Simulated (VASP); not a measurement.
# SiC (F-43m) in VASP: further runs, part 2 of 3

VASP 6.6.1. Earlier steps stand in the parts before.

**4. Single point, r2SCAN**

This run uses another cell than the first one, of 9.92 Å³/atom.

The input, POSCAR:

```
SiC
1.0
    0.0000000000      2.1488785700      2.1488785700
    2.1488785700      0.0000000000      2.1488785700
    2.1488785700      2.1488785700      0.0000000000
Si C
1 1
Direct
    0.0000000000      0.0000000000      0.0000000000
    0.2500000000      0.2500000000      0.2500000000
```

The input, INCAR.step1:

```
SYSTEM = SiC
ALGO = Normal
EDIFF = 1E-4
ENCUT = 520
GGA = PE
ISMEAR = -1
LASPH = .TRUE.
LCHARG = .FALSE.
LREAL = .FALSE.
LWAVE = .TRUE.
NBANDS = 11
NELM = 80
PREC = Accurate
SIGMA = 0.02
```

The input, INCAR.step2:

```
SYSTEM = SiC
ALGO = Normal
EDIFF = 1E-6
ENCUT = 520
ISIF = 2
ISMEAR = -1
ISTART = 1
LASPH = .TRUE.
LCHARG = .TRUE.
LELF = .TRUE.
LMIXTAU = .TRUE.
LREAL = .FALSE.
LVHAR = .TRUE.
LWAVE = .FALSE.
METAGGA = R2SCAN
NBANDS = 11
NELM = 80
PREC = Accurate
SIGMA = 0.02
```

The input, KPOINTS:

```
k-points
0
G
  12 12 12
  0 0 0
```

Potentials or basis: VASP PAW PBE potentials, release 64 (Si, C).

Started as:

```sh
$ cat potpaw_PBE.64/Si/POTCAR potpaw_PBE.64/C/POTCAR > POTCAR
$ cp INCAR.step1 INCAR
$ mpirun -np 1 vasp_std > vasp.out
$ cp INCAR.step2 INCAR
$ mpirun -np 1 vasp_std > vasp.out
```

OUTCAR:

```text
SYSTEM = SiC
   EDIFF = 1E-6
   ENCUT = 520
   ISIF = 2
   ISMEAR = -1
   ISTART = 1
   LASPH = .TRUE.
   LREAL = .FALSE.
   METAGGA = R2SCAN
   NELM = 80
   PREC = Accurate

 ion  position               nearest neighbor table
   1  0.000  0.000  0.000-   2 1.86   2 1.86   2 1.86   2 1.86
   2  0.250  0.250  0.250-   1 1.86   1 1.86   1 1.86   1 1.86

  LATTYP: Found a face centered cubic cell.
 ALAT       =     4.2977571400

  Lattice vectors:

 A1 = (   0.0000000000,   2.1488785700,   2.1488785700)
 A2 = (   2.1488785700,   0.0000000000,   2.1488785700)
 A3 = (   2.1488785700,   2.1488785700,   0.0000000000)

Analysis of symmetry for initial positions (statically):
=====================================================================
 Subroutine PRICEL returns:
 Original cell was already a primitive cell.

 Routine SETGRP: Setting up the symmetry group for a
 face centered cubic supercell.

 Subroutine GETGRP returns: Found 24 space group operations
 (whereof 24 operations were pure point group operations)
 out of a pool of 48 trial point group operations.

The static configuration has the point symmetry T_d .

Analysis of symmetry for dynamics (positions and initial velocities):
=====================================================================
 Subroutine PRICEL returns:
 Original cell was already a primitive cell.

 Routine SETGRP: Setting up the symmetry group for a
 face centered cubic supercell.

 Subroutine GETGRP returns: Found 24 space group operations
 (whereof 24 operations were pure point group operations)
 out of a pool of 48 trial point group operations.

The dynamic configuration has the point symmetry T_d .

 Subroutine INISYM returns: Found 24 space group operations
 (whereof 24 operations are pure point group operations),
 and found     1 'primitive' translations

----------------------------------------------------------------------------------------

                                     Primitive cell

  volume of cell :      19.8457

  direct lattice vectors                    reciprocal lattice vectors
     0.000000000  2.148878570  2.148878570    -0.232679504  0.232679504  0.232679504
[... 115 lines left out ...]
   LEPSILON=     F    determine dielectric tensor
   LRPA    =     F    only Hartree local field effects (RPA)
 non-spin polarized calculation
  energy-cutoff  :      520.00
  volume of cell :       19.85
 maximum number of plane-waves:       547
   NGX = 11   NGY = 11   NGZ = 11

 number of electron       7.9999999 magnetization

 Free energy of the ion-electron system (eV)
  ---------------------------------------------------
  ext. energy  EPLUGINS =         0.00000000
  ---------------------------------------------------
  free energy    TOTEN  =       -19.30302634 eV

  energy without entropy =      -19.30302634  energy(sigma->0) =      -19.30302634

 E-fermi :   8.8318     XC(G=0): -12.1227

 val. band max:        8.4548417357   @ k =   0.0000   0.0000   0.0000
 cond. band min:      10.1520298585   @ k =   0.5000   0.5000   0.0000
 fundamental gap:      1.6971881228
 Fermi energy:         8.8317932307

 k-point     1 :       0.0000    0.0000    0.0000
  band No.  band energies     occupation
      1      -8.0607      2.00000
      2       8.4548      2.00000
      3       8.4548      2.00000
      4       8.4548      2.00000
      5      15.8171      0.00000
      6      16.6223      0.00000
      7      16.6223      0.00000
      8      16.6223      0.00000
      9      23.9247      0.00000
     10      23.9247      0.00000
     11      26.9160      0.00000
[... 309 lines left out ...]
 k-point    24 :      -0.4167    0.1667    0.0000
  band No.  band energies     occupation
      1      -3.9359      2.00000
      2      -0.0256      2.00000
      3       5.2007      2.00000
      4       6.8466      2.00000
      5      14.2738      0.00000
      6      17.1939      0.00000
      7      17.8350      0.00000
      8      20.9674      0.00000
      9      24.5917      0.00000
     10      25.1812      0.00000
     11      28.2986      0.00000

 [... further k-points ...]

------------------------ aborting loop because EDIFF is reached ----------------------------------------

  FORCE on cell =-STRESS in cart. coord.  units (eV):
  Direction    XX          YY          ZZ          XY          YZ          ZX
  --------------------------------------------------------------------------------------
  -------------------------------------------------------------------------------------
  Total        1.2086515      1.2086515      1.2086515     -0.0000000     -0.0000000      0.0000000
  in kB       97.5766809     97.5766809     97.5766809     -0.0000000     -0.0000000      0.0000000
  external PRESSURE =      97.5766809 kB  Pullay stress =       0.0000000 kB

 VOLUME and BASIS-vectors are now :
 -----------------------------------------------------------------------------
  energy-cutoff  :      520.00
  volume of cell :       19.85
      direct lattice vectors                 reciprocal lattice vectors
     0.000000000  2.148878570  2.148878570    -0.232679504  0.232679504  0.232679504
     2.148878570  0.000000000  2.148878570     0.232679504 -0.232679504  0.232679504
     2.148878570  2.148878570  0.000000000     0.232679504  0.232679504 -0.232679504

 POSITION                                       TOTAL-FORCE (eV/Angst)
 -----------------------------------------------------------------------------------
      0.00000      0.00000      0.00000         0.000000      0.000000      0.000000
      1.07444      1.07444      1.07444        -0.000000     -0.000000     -0.000000
 -----------------------------------------------------------------------------------
    total drift:                               -0.000001     -0.000001     -0.000001

  FREE ENERGIE OF THE ION-ELECTRON SYSTEM (eV)
  ---------------------------------------------------
  free  energy   TOTEN  =       -19.3030263370 eV

  energy  without entropy=      -19.3030263370  energy(sigma->0) =      -19.30302634
```

OUTCAR.step1:

```text
SYSTEM = SiC
   EDIFF = 1E-4
   ENCUT = 520
   GGA = PE
   ISMEAR = -1
   LASPH = .TRUE.
   LREAL = .FALSE.
[... 555 lines left out ...]
      0.00000      0.00000      0.00000         0.000000      0.000000      0.000000
      1.07444      1.07444      1.07444        -0.000000     -0.000000     -0.000000
 -----------------------------------------------------------------------------------
    total drift:                                0.000000      0.000000      0.000000

  FREE ENERGIE OF THE ION-ELECTRON SYSTEM (eV)
  ---------------------------------------------------
  free  energy   TOTEN  =       -15.0146617775 eV

  energy  without entropy=      -15.0146617775  energy(sigma->0) =      -15.01466178
```

OSZICAR.step1:

```text
N       E                     dE             d eps       ncg     rms          rms(c)
DAV:   1     0.346085937644E+01    0.34609E+01   -0.40204E+03  1624   0.620E+02
DAV:   2    -0.163945800144E+02   -0.19855E+02   -0.18954E+02  1954   0.110E+02
DAV:   3    -0.169872325871E+02   -0.59265E+00   -0.59143E+00  1931   0.160E+01
DAV:   4    -0.169894543206E+02   -0.22217E-02   -0.22216E-02  1799   0.124E+00
DAV:   5    -0.169894636827E+02   -0.93621E-05   -0.93621E-05  1931   0.747E-02    0.926E+00
DAV:   6    -0.150857337028E+02    0.19037E+01   -0.65566E+00  1773   0.117E+01    0.415E+00
DAV:   7    -0.150225231328E+02    0.63211E-01   -0.44251E-01  1893   0.377E+00    0.186E+00
DAV:   8    -0.150144536341E+02    0.80695E-02   -0.21008E-02  1785   0.966E-01    0.171E-01
DAV:   9    -0.150145567142E+02   -0.10308E-03   -0.15579E-03  1973   0.229E-01    0.115E-01
DAV:  10    -0.150146600082E+02   -0.10329E-03   -0.21676E-04  1736   0.910E-02    0.262E-02
DAV:  11    -0.150146617775E+02   -0.17693E-05   -0.35601E-05   966   0.323E-02
   1 F= -.15014662E+02 E0= -.15014662E+02  d E =-.568762E-13
```

Wall time 30 s (1 thread of Intel Xeon Platinum 8559C (Emerald Rapids), shared host); peak memory 0.14 GiB.

Results:

```yaml
Free_energy: -19.3030 eV
Pressure: 9.8 GPa
Band_gap_on_the_k_mesh: 1.70 eV (least direct gap 5.11 eV)
```

Levels at points of the mesh, in eV from the valence-band top:
```tsv
k point	band 2	band 3	band 4	band 5	band 6	band 7
(0.00, 0.00, 0.00)	0.00	0.00	0.00	7.36	8.17	8.17
(0.50, 0.00, 0.00)	-9.05	-1.11	-1.11	6.40	7.94	7.94
(0.50, 0.50, 0.00)	-8.19	-3.41	-3.41	1.70	4.99	15.66
```

Caveat: the cell stands under pressure; the PAW data sets were made with another functional, which shifts forces and pressure a little. r2SCAN opens gaps a little over a GGA but as a rule still falls short of measured ones.

**5. Single point, r2SCAN**

This run uses another cell than the first one, of 10.13 Å³/atom.

The input, POSCAR:

```
SiC
1.0
    0.0000000000      2.1636989000      2.1636989000
    2.1636989000      0.0000000000      2.1636989000
    2.1636989000      2.1636989000      0.0000000000
Si C
1 1
Direct
    0.0000000000      0.0000000000      0.0000000000
    0.2500000000      0.2500000000      0.2500000000
```

The input, INCAR.step1:

```
PREC = Accurate
ENCUT = 520
ISMEAR = -1
SIGMA = 0.02
LREAL = F
LASPH = T
NELM = 100
NBANDS = 11
GGA = PE
ALGO = Normal
EDIFF = 1E-4
LWAVE = T
LCHARG = F
```

The input, INCAR.step2:

```
PREC = Accurate
ENCUT = 520
EDIFF = 1E-6
ISMEAR = -1
SIGMA = 0.02
LREAL = F
LASPH = T
NELM = 100
ALGO = Normal
ISIF = 2
LWAVE = F
LCHARG = F
METAGGA = R2SCAN
LMIXTAU = T
NBANDS = 11
ISTART = 1
```

The input, KPOINTS:

```
Automatic mesh
0
Gamma
  12 12 12
```

Potentials or basis: VASP PAW PBE potentials, release 64 (Si, C).

Started as:

```sh
$ cat potpaw_PBE.64/Si/POTCAR potpaw_PBE.64/C/POTCAR > POTCAR
$ cp INCAR.step1 INCAR
$ mpirun -np 1 vasp_std > vasp.out
$ cp INCAR.step2 INCAR
$ mpirun -np 1 vasp_std > vasp.out
```

OUTCAR:

```text
PREC = Accurate
   ENCUT = 520
   EDIFF = 1E-6
   ISMEAR = -1
   LREAL = F
   LASPH = T
   NELM = 100
   ISIF = 2
   METAGGA = R2SCAN
   ISTART = 1

 ion  position               nearest neighbor table
   1  0.000  0.000  0.000-   2 1.87   2 1.87   2 1.87   2 1.87
   2  0.250  0.250  0.250-   1 1.87   1 1.87   1 1.87   1 1.87

  LATTYP: Found a face centered cubic cell.
 ALAT       =     4.3273978000

  Lattice vectors:

 A1 = (   0.0000000000,   2.1636989000,   2.1636989000)
[... 521 lines left out ...]
------------------------ aborting loop because EDIFF is reached ----------------------------------------

  FORCE on cell =-STRESS in cart. coord.  units (eV):
  Direction    XX          YY          ZZ          XY          YZ          ZX
  --------------------------------------------------------------------------------------
  -------------------------------------------------------------------------------------
  Total        0.5715155      0.5715155      0.5715155      0.0000000      0.0000000      0.0000000
  in kB       45.1978854     45.1978854     45.1978854      0.0000000      0.0000000      0.0000000
  external PRESSURE =      45.1978854 kB  Pullay stress =       0.0000000 kB

 VOLUME and BASIS-vectors are now :
 -----------------------------------------------------------------------------
  energy-cutoff  :      520.00
  volume of cell :       20.26
      direct lattice vectors                 reciprocal lattice vectors
     0.000000000  2.163698900  2.163698900    -0.231085758  0.231085758  0.231085758
     2.163698900  0.000000000  2.163698900     0.231085758 -0.231085758  0.231085758
     2.163698900  2.163698900  0.000000000     0.231085758  0.231085758 -0.231085758

 POSITION                                       TOTAL-FORCE (eV/Angst)
 -----------------------------------------------------------------------------------
      0.00000      0.00000      0.00000         0.000000      0.000000      0.000000
      1.08185      1.08185      1.08185        -0.000000     -0.000000     -0.000000
 -----------------------------------------------------------------------------------
    total drift:                               -0.000001     -0.000001     -0.000001

  FREE ENERGIE OF THE ION-ELECTRON SYSTEM (eV)
  ---------------------------------------------------
  free  energy   TOTEN  =       -19.3214787167 eV

  energy  without entropy=      -19.3214787167  energy(sigma->0) =      -19.32147872
```

OUTCAR.step1:

```text
PREC = Accurate
   ENCUT = 520
   ISMEAR = -1
   LREAL = F
   LASPH = T
   NELM = 100
[... 554 lines left out ...]
 -----------------------------------------------------------------------------------
      0.00000      0.00000      0.00000         0.000000      0.000000      0.000000
      1.08185      1.08185      1.08185        -0.000000     -0.000000     -0.000000
 -----------------------------------------------------------------------------------
    total drift:                                0.000000      0.000000      0.000000

  FREE ENERGIE OF THE ION-ELECTRON SYSTEM (eV)
  ---------------------------------------------------
  free  energy   TOTEN  =       -15.0424683056 eV

  energy  without entropy=      -15.0424683056  energy(sigma->0) =      -15.04246831
```

OSZICAR.step1:

```text
N       E                     dE             d eps       ncg     rms          rms(c)
DAV:   1     0.267646419824E+01    0.26765E+01   -0.40890E+03  1680   0.623E+02
DAV:   2    -0.163849650009E+02   -0.19061E+02   -0.18226E+02  1992   0.109E+02
DAV:   3    -0.169550044597E+02   -0.57004E+00   -0.56882E+00  1938   0.154E+01
DAV:   4    -0.169571746803E+02   -0.21702E-02   -0.21701E-02  1811   0.119E+00
DAV:   5    -0.169571840318E+02   -0.93515E-05   -0.93514E-05  1941   0.736E-02    0.903E+00
DAV:   6    -0.151063230050E+02    0.18509E+01   -0.65229E+00  1788   0.115E+01    0.403E+00
DAV:   7    -0.150501538326E+02    0.56169E-01   -0.41383E-01  1896   0.366E+00    0.182E+00
DAV:   8    -0.150422585777E+02    0.78953E-02   -0.20693E-02  1782   0.957E-01    0.171E-01
DAV:   9    -0.150423596360E+02   -0.10106E-03   -0.16104E-03  1986   0.230E-01    0.114E-01
DAV:  10    -0.150424663976E+02   -0.10676E-03   -0.22731E-04  1733   0.925E-02    0.262E-02
DAV:  11    -0.150424683056E+02   -0.19080E-05   -0.37904E-05   966   0.330E-02
   1 F= -.15042468E+02 E0= -.15042468E+02  d E =-.310501E-12
```

It took 28 s on 1 thread of Intel Xeon Platinum 8559C (Emerald Rapids), shared host; peak memory 0.14 GiB.

Results:

| Property | Result |
| --- | --- |
| Free energy | -19.3215 eV |
| Pressure | 4.5 GPa |
| Band gap on the k mesh | 1.71 eV (least direct gap 5.09 eV) |

Caveat: the cell stands under pressure; the PAW data sets were made with another functional, which shifts forces and pressure a little. r2SCAN opens gaps a little over a GGA but as a rule still falls short of measured ones.

(Continued in part 3 of 3.)
